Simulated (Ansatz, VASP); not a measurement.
## Two plane-wave programs on Si

```
Si
1.0
     0.00000    5.43383   -5.43383
     5.43383    5.43383    0.00000
     5.43383    0.00000   -5.43383
Si
15
Direct
  0.24794 0.75617 0.24794
  0.12487 0.62513 0.12487
  0.62513 0.12487 0.12487
  0.62513 0.62513 0.12487
  0.12487 0.12487 0.62513
  0.12487 0.62513 0.62513
  0.62513 0.12487 0.62513
  0.62500 0.62500 0.62500
  0.24794 0.24794 0.24794
  0.75006 0.75006 0.24981
  0.75617 0.24794 0.24794
  0.24981 0.75006 0.75006
  0.24794 0.24794 0.75617
  0.75006 0.75006 0.75006
  0.75006 0.24981 0.75006
```

Change from the starting cell: Si after trading places with the vacancy, charge +0, atoms relaxed.

Alike in both runs: functional PBEsol; k mesh 3 × 3 × 3; occupations gaussian, width 0.02 eV; no spin polarisation.

Ansatz relaxed the structure, and its values are those at the end. VASP's run is a single point on that final structure, the one shown.

|  | VASP | Ansatz |
| --- | --- | --- |
| version | VASP 6.6.1 | Ansatz 0.2.0 |
| potentials or method | VASP PAW PBE potentials, release 64 (Si), cutoff 520 eV | scalar-relativistic, plane waves, PAW |
| valence electrons in the cell | 60 | 60 |

```csv
,VASP,Ansatz,Ansatz less VASP
gap on the k mesh at the Fermi level (eV),none,none,-
rms of the force components (eV/Å),0.003,0.003,-0.0002
```

VASP's potentials were made for PBE, not for PBEsol. A gap of «none» marks a metal or a gap that the smearing closes. With one functional, cell and mesh, what is left measures potentials, basis and numerics.
